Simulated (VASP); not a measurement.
# Re (P6_3/mmc) in VASP: further runs, part 2 of 2

VASP 6.6.1. Earlier steps stand in the parts before.

## Step 4: Single point, revPBE

This run uses another cell than the first one, of 15.60 Å³/atom.

Contents of INCAR:

```
ALGO = Normal ; EDIFF = 1E-6
ENCUT = 520 ; GGA = RE
ISIF = 2 ; ISMEAR = -1
LASPH = True ; LCHARG = False
LREAL = False ; LWAVE = False
NBANDS = 14 ; NELM = 80
PREC = Accurate ; SIGMA = 0.05
```

Contents of KPOINTS:

```
k-points
0
Gamma
  11 11 6
```

Contents of POSCAR:

```
Re
1.0
    2.8149470801      0.0000000000      0.0000000000
   -1.4074735401      2.4378156817      0.0000000000
    0.0000000000      0.0000000000      4.5456378849
Re
2
Direct
    0.6666666667      0.3333333333      0.7500000000
    0.3333333333      0.6666666667      0.2500000000
```

Potentials or basis: VASP PAW PBE potentials, release 64 (Re).

Started as:

```
$ cat potpaw_PBE.64/Re/POTCAR > POTCAR
$ mpirun -np 1 vasp_std > vasp.out
```

OUTCAR:

```text
EDIFF = 1E-6
   ENCUT = 520
   GGA = RE
   ISIF = 2
   ISMEAR = -1
   LASPH = True
   LREAL = False
   NELM = 80
   PREC = Accurate

 ion  position               nearest neighbor table
   1  0.667  0.333  0.750-   2 2.79   2 2.79   2 2.79   2 2.79   2 2.79   2 2.79
   2  0.333  0.667  0.250-   1 2.79   1 2.79   1 2.79   1 2.79   1 2.79   1 2.79

  LATTYP: Found a hexagonal cell.
 ALAT       =     2.8149470801
 C/A-ratio  =     1.6148217908

  Lattice vectors:

 A1 = (   2.8149470801,   0.0000000000,   0.0000000000)
 A2 = (  -1.4074735401,   2.4378156817,   0.0000000000)
 A3 = (   0.0000000000,   0.0000000000,   4.5456378849)

Analysis of symmetry for initial positions (statically):
=====================================================================
 Subroutine PRICEL returns:
 Original cell was already a primitive cell.

 Routine SETGRP: Setting up the symmetry group for a
 hexagonal supercell.

 Subroutine GETGRP returns: Found 24 space group operations
 (whereof 12 operations were pure point group operations)
 out of a pool of 24 trial point group operations.

The static configuration has the point symmetry D_3d.
 The point group associated with its full space group is D_6h.
[... 168 lines left out ...]

 k-point     1 :       0.0000    0.0000    0.0000
  band No.  band energies     occupation
      1      -2.2204      2.00000
      2       1.0372      2.00000
      3       5.8001      2.00000
      4       5.8070      2.00000
      5       5.8070      2.00000
      6       6.5670      2.00000
      7       6.5670      2.00000
      8       7.4195      0.05313
      9       7.4195      0.05313
     10       7.7403      0.00009
     11      10.3351      0.00000
     12      10.3351      0.00000
     13      16.5030      0.00000
     14      21.2730      0.00000
[... 377 lines left out ...]
      1      -0.0255      2.00000
      2       2.6377      2.00000
      3       3.9244      2.00000
      4       4.2798      2.00000
      5       5.4677      2.00000
      6       6.0865      2.00000
      7       6.6396      1.99999
      8       7.5281      0.00621
      9       8.1797      0.00000
     10       8.5313      0.00000
     11      10.6802      0.00000
     12      13.5121      0.00000
     13      17.7345      0.00000
     14      22.3854      0.00000

 [... further k-points ...]
[... 5 lines left out ...]
  --------------------------------------------------------------------------------------
  -------------------------------------------------------------------------------------
  Total       -2.3906570     -2.3906570     -2.3516792      0.0000000      0.0000000      0.0000000
  in kB     -122.7896941   -122.7896941   -120.7877030      0.0000000      0.0000000      0.0000000
  external PRESSURE =    -122.1223637 kB  Pullay stress =       0.0000000 kB

 VOLUME and BASIS-vectors are now :
 -----------------------------------------------------------------------------
  energy-cutoff  :      520.00
  volume of cell :       31.19
      direct lattice vectors                 reciprocal lattice vectors
     2.814947080  0.000000000  0.000000000     0.355246465  0.205101642  0.000000000
    -1.407473540  2.437815682  0.000000000     0.000000000  0.410203285  0.000000000
     0.000000000  0.000000000  4.545637885     0.000000000  0.000000000  0.219991127

 POSITION                                       TOTAL-FORCE (eV/Angst)
 -----------------------------------------------------------------------------------
      1.40747      0.81261      3.40923        -0.000000      0.000000      0.000000
     -0.00000      1.62521      1.13641         0.000000     -0.000000      0.000000
 -----------------------------------------------------------------------------------
    total drift:                               -0.000000      0.000000     -0.000000

  FREE ENERGIE OF THE ION-ELECTRON SYSTEM (eV)
  ---------------------------------------------------
  free  energy   TOTEN  =       -23.8409724889 eV

  energy  without entropy=      -23.8246969699  energy(sigma->0) =      -23.83283473
```

OSZICAR:

```text
N       E                     dE             d eps       ncg     rms          rms(c)
DAV:   1     0.211025709958E+02    0.21103E+02   -0.67854E+03  3584   0.122E+03
DAV:   2    -0.242621180333E+02   -0.45365E+02   -0.39670E+02  2950   0.271E+02
DAV:   3    -0.252899480232E+02   -0.10278E+01   -0.10044E+01  2792   0.435E+01
DAV:   4    -0.252993034588E+02   -0.93554E-02   -0.93322E-02  2784   0.297E+00
DAV:   5    -0.252994978091E+02   -0.19435E-03   -0.19431E-03  2796   0.701E-01    0.358E+01
DAV:   6    -0.242026049869E+02    0.10969E+01   -0.94245E-01  3132   0.267E+01    0.135E+01
DAV:   7    -0.238551299992E+02    0.34747E+00   -0.57805E-01  3160   0.206E+01    0.956E-01
DAV:   8    -0.238417629457E+02    0.13367E-01   -0.93045E-03  3320   0.119E+00    0.214E-01
DAV:   9    -0.238409486676E+02    0.81428E-03   -0.59630E-04  3388   0.363E-01    0.380E-02
DAV:  10    -0.238409703831E+02   -0.21716E-04   -0.37080E-05  2730   0.422E-02    0.103E-02
DAV:  11    -0.238409732339E+02   -0.28507E-05   -0.40625E-07  1772   0.274E-02    0.276E-03
DAV:  12    -0.238409724889E+02    0.74497E-06   -0.36180E-07  1318   0.130E-02
   1 F= -.23840972E+02 E0= -.23832835E+02  d E =-.162755E-01
```

stdout:

```text
POSCAR found type information on POSCAR Re
 POSCAR found :  1 types and       2 ions
 scaLAPACK will be used
 -----------------------------------------------------------------------------
|                                                                             |
|                                                                             |
|     You enforced a specific xc type in the INCAR file but a different       |
|     I HOPE YOU KNOW WHAT YOU ARE DOING!                                     |
|                                                                             |
 -----------------------------------------------------------------------------

 LDA part: xc-table for (Slater+PW92), standard interpolation
 POSCAR, INCAR and KPOINTS ok, starting setup
 FFT: planning ... GRIDC
 FFT: planning ... GRID_SOFT
 FFT: planning ... GRID
 WAVECAR not read
 entering main loop
```

Run time: 41 s. Hardware: 1 thread of Intel Xeon 8259CL, shared host; peak memory 0.17 GiB.

What came out:

```yaml
Free_energy: -23.8410 eV
Pressure: -12.2 GPa
Band_gap_on_the_k_mesh: zero (bands 7 and 8 overlap by 2.74 eV)
```

Levels at points of the mesh, in eV from the Fermi level:
```csv
k point,band 5,band 6,band 7,band 8,band 9,band 10
"(0.00, 0.00, 0.00)",-1.43,-0.67,-0.67,0.18,0.18,0.50
"(0.00, 0.00, 0.50)",-1.56,-1.56,-1.56,-1.56,2.33,2.33
```

Caveat: the cell stands under tension; the PAW data sets were made with another functional, which shifts forces and pressure a little; spin-orbit coupling is left out, which moves the levels of the heavy elements.

## Step 5: Overview

```csv
task,level,cell,cutoff (eV),gap on the mesh (eV),pressure (GPa)
relaxation of cell and atoms,PBE+D3(BJ),"relaxed from a = 2.761, b = 2.761, c = 4.458 Å, angles 90.0, 90.0, 120.0°, 2 atoms",600,none,0.0
single point,revPBE,"a = 2.797, b = 2.797, c = 4.517 Å, angles 90.0, 90.0, 120.0°, 2 atoms",520,none,-6.1
single point,revPBE,"a = 2.815, b = 2.815, c = 4.546 Å, angles 90.0, 90.0, 120.0°, 2 atoms",520,none,-12.2
```

Alike in all rows: potentials or basis VASP PAW PBE potentials, release 64 (Re); no spin polarisation; k mesh 11 × 11 × 6; smearing fermi-dirac 0.05 eV.

Caveats: spin-orbit coupling is left out, which moves the levels of the heavy elements; the cell stands under tension (at least some runs); the PAW data sets were made with another functional, which shifts forces and pressure a little (at least some runs).

Absolute energies hang on the potentials; compare differences alone.
